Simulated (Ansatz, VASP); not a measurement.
# SiGe4: VASP beside Ansatz

```
Si Ge
1.0
     3.00260    0.00000    0.00000
    -1.50130    2.60033    0.00000
     0.00000    0.00000   23.65178
Si Ge
2 8
Direct
  0.33333 0.66667 0.95000
  0.66667 0.33333 0.05000
  0.33333 0.66667 0.75000
  0.33333 0.66667 0.15000
  0.33333 0.66667 0.35000
  0.33333 0.66667 0.55000
  0.66667 0.33333 0.85000
  0.66667 0.33333 0.25000
  0.66667 0.33333 0.45000
  0.66667 0.33333 0.65000
```

Alike in both runs: task single point; functional PBE; k mesh 6 × 6 × 1; occupations gaussian, width 0.1 eV; no spin polarisation.

|  | VASP | Ansatz |
| --- | --- | --- |
| version | VASP 6.6.1 | Ansatz 0.2.0 |
| potentials or method | VASP PAW PBE potentials, release 64 (Si, Ge_d), cutoff 520 eV | scalar-relativistic, plane waves, PAW |
| valence electrons in the cell | 120 | 120 |

```csv
,VASP,Ansatz,Ansatz less VASP
gap on the k mesh at the Fermi level (eV),none,none,-
pressure (GPa),-0.1,-0.1,+0.05
"traceless stress, the component that is largest in VASP (GPa)",-4.00,-4.00,-0.003
rms of the force components (eV/Å),0.152,0.151,-0.0009
```

Atom by atom the forces differ by 0.001 eV/Å (rms over components). A gap of «none» marks a metal or a gap that the smearing closes.

The k mesh is coarse, so the values compare programs but aren't converged.
